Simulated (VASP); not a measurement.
A run of VASP 6.6.1 is set up as follows.

The input INCAR:

```
SYSTEM = Ba3Ti4O12
PREC = Accurate
ENCUT = 520
EDIFF = 1E-6
ISMEAR = -1
SIGMA = 0.01
LREAL = Auto
LASPH = .True.
NELM = 60
ALGO = Normal
ISIF = 2
LWAVE = .False.
LCHARG = .False.
GGA = PE
IBRION = 2
NSW = 60
EDIFFG = -0.03
NELECT = 152.0
```

KPOINTS

```
Automatic mesh
0
Gamma
  3 3 3
  0 0 0
```

The input POSCAR:

```
Ba3Ti4O12
1.0
   -4.0060000000      4.0060000000      4.0060000000
    4.0060000000     -4.0060000000      4.0060000000
    4.0060000000      4.0060000000     -4.0060000000
Ba Ti O
3 4 12
Direct
    0.0000000000      0.0000000000      0.5000000000
    0.0000000000      0.5000000000      0.0000000000
    0.5000000000      0.0000000000      0.0000000000
    0.0000000000      0.0000000000      0.0000000000
    0.5000000000      0.5000000000      0.0000000000
    0.5000000000      0.0000000000      0.5000000000
    0.0000000000      0.5000000000      0.5000000000
    0.0000000000      0.2500000000      0.2500000000
    0.5000000000      0.7500000000      0.2500000000
    0.5000000000      0.2500000000      0.7500000000
    0.0000000000      0.7500000000      0.7500000000
    0.2500000000      0.0000000000      0.2500000000
    0.7500000000      0.5000000000      0.2500000000
    0.7500000000      0.0000000000      0.7500000000
    0.2500000000      0.5000000000      0.7500000000
    0.2500000000      0.2500000000      0.0000000000
    0.7500000000      0.7500000000      0.0000000000
    0.7500000000      0.2500000000      0.5000000000
    0.2500000000      0.7500000000      0.5000000000
```

Potentials or basis: VASP PAW PBE potentials, release 64 (Ba_sv, Ti_sv, O).

The run is started by

```bash
$ cat potpaw_PBE.64/Ba_sv/POTCAR potpaw_PBE.64/Ti_sv/POTCAR potpaw_PBE.64/O/POTCAR > POTCAR
$ mpirun -np 1 vasp_std > vasp.out
```

(1) Predict the energy gained by relaxing.

Answers

(1) 7.5 meV/atom.

Caveat: the cell carries a net charge on a neutralising background, which shifts energy and pressure; the cell differs from its parent crystal (atoms taken out).
